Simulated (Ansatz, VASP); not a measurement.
Al3BAs4 in VASP and in Ansatz

```xyz
8
Lattice="3.8809 0.0000 0.0000 0.0000 3.8809 0.0000 0.0000 0.0000 11.1583" Properties=species:S:1:pos:R:3 pbc="T T T"
Al    0.0000    0.0000    8.2009
Al    1.9405    1.9405    0.0000
Al    0.0000    0.0000    2.9574
B     1.9405    1.9405    5.5791
As    1.9405    0.0000    9.6782
As    0.0000    1.9405    1.4800
As    1.9405    0.0000    4.4566
As    0.0000    1.9405    6.7017
```

Alike in both runs: functional PBE; k mesh 4 × 4 × 2; occupations gaussian, width 0.1 eV; no spin polarisation.

Ansatz relaxed the structure, and its values are those at the end. VASP's run is a single point on that final structure, the one shown.

```csv
,VASP,Ansatz
version,VASP 6.6.1,Ansatz 0.2.0
potentials or method,"VASP PAW PBE potentials, release 64 (Al, B, As), cutoff 520 eV","scalar-relativistic, plane waves, PAW"
valence electrons in the cell,32,72
```

Ansatz gave:

* gap on the k mesh at the Fermi level (eV): 0.86
* least direct gap on the mesh (eV): 0.86
* pressure (GPa): 0.0
* rms of the force components (eV/Å): 0.002

Problem. Estimate VASP's values.

Solution. gap on the k mesh at the Fermi level (eV): 0.86; least direct gap on the mesh (eV): 0.86; pressure (GPa): 0.2; rms of the force components (eV/Å): 0.003.

VASP's potentials hold 32 valence electrons a cell and Ansatz's 72, so a difference there can come from the potentials and not from the codes.
